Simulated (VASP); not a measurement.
Set up this calculation in VASP 6.6.1, as the native input.

* Task: single point
* Functional: PBE
* Potentials or basis: VASP PAW PBE potentials, release 64 (K_sv, I)
* Cutoff: 520 eV
* k mesh: 8 × 8 × 8
* Occupations: gaussian, width 0.05 eV
* Spin: no spin polarisation
* Dipole correction: no
* Further INCAR settings: ALGO = Normal; EDIFF = 1e-07; NBANDS = 15

The structure of KI lies in POSCAR:

```
KI
1.0
    0.0000000000      3.5245498478      3.5245498478
    3.5245498478      0.0000000000      3.5245498478
    3.5245498478      3.5245498478      0.0000000000
K I
1 1
Direct
    0.0000000000      0.0000000000      0.0000000000
    0.5000000000      0.5000000000      0.5000000000
```

These files were run (other wordings do the same):

INCAR

```
PREC = Accurate ; ENCUT = 520
EDIFF = 1E-7 ; ISMEAR = 0
SIGMA = 0.05 ; LREAL = F
LASPH = T ; NELM = 100
ALGO = Normal ; ISIF = 2
LWAVE = F ; LCHARG = F
GGA = PE ; NBANDS = 15
```

KPOINTS

```
Automatic mesh
0
Gamma
  8 8 8
```

Potentials or basis: VASP PAW PBE potentials, release 64 (K_sv, I).

Launch:

```bash
$ cat potpaw_PBE.64/K_sv/POTCAR potpaw_PBE.64/I/POTCAR > POTCAR
$ mpirun -np 1 vasp_std > vasp.out
```

Results of the run:

The pressure is 0.7 GPa and the band gap on the k mesh is 3.98 eV.

Caveat: spin-orbit coupling is left out, which moves the levels of the heavy elements.

It took 72 s on 1 thread of Oxide Virtual Turin-like Processor (shared host), peak memory 0.22 GiB.
